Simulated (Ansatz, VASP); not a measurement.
# CsSbSI2 in VASP and in Ansatz

Contents of INCAR:

```
SYSTEM = CsSbSI2
PREC     = Accurate       ! precision mode
ENCUT    = 520            ! plane-wave cutoff, eV
EDIFF    = 1E-6           ! SCF threshold, eV
ISMEAR   = 0              ! smearing method
SIGMA    = 0.1            ! smearing width, eV
LREAL    = .False.        ! projectors in reciprocal space
LASPH    = .True.         ! aspherical terms in the spheres
NELM     = 100            ! most SCF steps
ALGO     = Normal         ! electronic algorithm
ISIF     = 2              ! what is computed and relaxed
LWAVE    = .False.        ! write WAVECAR
LCHARG   = .True.         ! write CHGCAR
GGA      = PE             ! functional
IVDW     = 12             ! dispersion correction
LELF     = .True.         ! ELF
LVHAR    = .True.       
NBANDS   = 25             ! bands
```

File KPOINTS:

```
Automatic mesh
0
Gamma
  2 2 4
  0 0 0
```

File POSCAR:

```
CsSbSI2
1.0
    6.3217010000      0.0000000000      0.0000000000
    0.0000000000      6.3217010000      0.0000000000
    0.0000000000      0.0000000000      5.0850440000
Cs Sb S I
1 1 1 2
Direct
    0.0000000000      0.0000000000      0.0000000000
    0.5000000000      0.5000000000      0.5000000000
    0.5000000000      0.5000000000      0.0000000000
    0.0000000000      0.5000000000      0.5000000000
    0.5000000000      0.0000000000      0.5000000000
```

Input for Ansatz:

```yaml
crystal:
  lattice:
    - [6.321701, 0.0, 0.0]
    - [0.0, 6.321701, 0.0]
    - [0.0, 0.0, 5.085044]
  atoms:
    - { symbol: Cs, position: [0.0, 0.0, 0.0] }
    - { symbol: Sb, position: [0.5, 0.5, 0.5] }
    - { symbol: S, position: [0.5, 0.5, 0.0] }
    - { symbol: I, position: [0.0, 0.5, 0.5] }
    - { symbol: I, position: [0.5, 0.0, 0.5] }
basis:
  ecutwfc: 460
kpoints:
  mp_grid: { grid: [2, 2, 4] }
hamiltonian:
  xc: pbe
  dispersion: d3bj
scf:
  occupations: { method: gaussian, width: 0.1 }
  max_iter: 80
  convergence: { dr2_threshold: "1e-5 eV" }
output:
  forces: true
  stress: true
  eigenvalues: true
```

Alike in both runs: task single point; functional PBE; dispersion D3(BJ); k mesh 2 × 2 × 4; occupations gaussian, width 0.1 eV; no spin polarisation.

```csv
,VASP,Ansatz
version,VASP 6.6.1,Ansatz 0.2.0
potentials or method,"VASP PAW PBE potentials, release 64 (Cs_sv, Sb, S, I), cutoff 520 eV","scalar-relativistic, plane waves, PAW"
valence electrons in the cell,34,64
```

Ansatz gave:

* gap on the k mesh at the Fermi level (eV): none
* pressure (GPa): -1.0
* traceless stress, the component that is largest in VASP (GPa): -1.99

Question: Which values does VASP return?

Answer: gap on the k mesh at the Fermi level (eV): none; pressure (GPa): -1.0; traceless stress, the component that is largest in VASP (GPa): -2.00.

A gap of «none» marks a metal or a gap that the smearing closes. VASP's potentials hold 34 valence electrons a cell and Ansatz's 64, so a difference there can come from the potentials and not from the codes. Ansatz's warnings: force scf threshold loose, stress scf threshold loose.

The k mesh is coarse, so the values compare programs but aren't converged. Spin-orbit coupling is off throughout.
